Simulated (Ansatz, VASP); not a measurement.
## Ti in VASP and in Ansatz

POSCAR

```
Ti
1.0
    2.9385821065      0.0000000000      0.0000000000
   -1.4692910532      2.5448867553      0.0000000000
    0.0000000000      0.0000000000      4.6504271810
Ti
2
Direct
    0.3333333333      0.6666666667      0.2500000000
    0.6666666667      0.3333333333      0.7500000000
```

INCAR.step1

```
SYSTEM = Ti
  PREC = Accurate
  ENCUT = 520
  ISMEAR = 0
  SIGMA = 0.1
  LREAL = .False.
  LASPH = .True.
  NELM = 60
  NBANDS = 19
  GGA = PE
  ALGO = Normal
  EDIFF = 1E-4
  LWAVE = .True.
  LCHARG = .False.
```

File INCAR.step2:

```
SYSTEM = Ti
  PREC = Accurate
  ENCUT = 520
  EDIFF = 1E-7
  ISMEAR = 0
  SIGMA = 0.1
  LREAL = .False.
  LASPH = .True.
  NELM = 60
  ALGO = Normal
  ISIF = 2
  LWAVE = .False.
  LCHARG = .False.
  METAGGA = R2SCAN
  LMIXTAU = .True.
  NBANDS = 19
  ISTART = 1
```

KPOINTS

```
regular mesh
0
Gamma
  18 18 10
  0 0 0
```

Input for Ansatz:

```yaml
crystal:
  lattice:
    - [2.9385821062, 0.0, 0.0]
    - [-1.4692910531, 2.5448867551, 0.0]
    - [0.0, 0.0, 4.6504271809]
  atoms:
    - { symbol: Ti, position: [0.3333333333, 0.6666666667, 0.25] }
    - { symbol: Ti, position: [0.6666666667, 0.3333333333, 0.75] }
basis:
  ecutwfc: 500
kpoints:
  mp_grid: { grid: [18, 18, 10] }
  band_path:
    path:
      - [[0.0, 0.0, 0.0], [0.5, 0.0, 0.0], [0.33333333, 0.33333333, 0.0], [0.0, 0.0, 0.0], [0.0, 0.0, 0.5], [0.5, 0.0, 0.5], [0.33333333, 0.33333333, 0.5], [0.0, 0.0, 0.5]]
      - [[0.5, 0.0, 0.5], [0.5, 0.0, 0.0]]
      - [[0.33333333, 0.33333333, 0.5], [0.33333333, 0.33333333, 0.0]]
    npoints: 14
hamiltonian:
  xc: r2scan
scf:
  occupations: { method: gaussian, width: 0.1 }
  n_extra_bands: 6
output:
  forces: true
  stress: true
  eigenvalues: true
  populations: true
  dos: { projected: true, de: 0.02, nscf_kmesh: { grid: [27, 27, 15] } }
  bader: true
```

Alike in both runs: task single point; functional r2SCAN; k mesh 18 × 18 × 10; occupations gaussian, width 0.1 eV; no spin polarisation.

```csv
,VASP,Ansatz
version,VASP 6.6.1,Ansatz 0.2.0
potentials or method,"VASP PAW PBE potentials, release 64 (Ti_sv), cutoff 520 eV","scalar-relativistic, plane waves, PAW"
valence electrons in the cell,24,24
```

```csv
,VASP,Ansatz,Ansatz less VASP
gap on the k mesh at the Fermi level (eV),none,none,-
pressure (GPa),-0.2,-0.6,-0.36
"traceless stress, the component that is largest in VASP (GPa)",-0.15,-0.16,-0.011
```

VASP's potentials were made for PBE, not for r2SCAN. A gap of «none» marks a metal or a gap that the smearing closes. With one functional, cell and mesh, what is left measures potentials, basis and numerics.
